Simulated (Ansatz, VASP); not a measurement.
**One calculation of Ni, two programs**

```
Ni
1.0
     0.00000    1.75922    1.75922
     1.75922    0.00000    1.75922
     1.75922    1.75922    0.00000
Ni
1
Direct
  0.00000 0.00000 0.00000
```

Alike in both runs: functional PBE; k mesh 20 × 20 × 20; occupations gaussian, width 0.1 eV; collinear spin.

Ansatz relaxed the structure, and its values are those at the end. VASP's run is a single point on that final structure, the one shown.

|  | VASP | Ansatz |
| --- | --- | --- |
| version | VASP 6.6.1 | Ansatz 0.2.0 |
| potentials or method | VASP PAW PBE potentials, release 64 (Ni), cutoff 600 eV | scalar-relativistic, plane waves, PAW |
| valence electrons in the cell | 10 | 18 |

|  | VASP | Ansatz | Ansatz less VASP |
| --- | --- | --- | --- |
| gap on the k mesh at the Fermi level (eV) | none | none | - |
| pressure (GPa) | -0.1 | 0.0 | +0.10 |
| net moment per atom (μB) | 0.63 | 0.64 | +0.011 |
| size of the moment on the site where the two differ most (μB) | 0.64 | 0.68 | +0.037 |

Site moments also hang on the region over which each program counts them. A gap of «none» marks a metal or a gap that the smearing closes. VASP's potentials hold 10 valence electrons a cell and Ansatz's 18, so a difference there can come from the potentials and not from the codes.
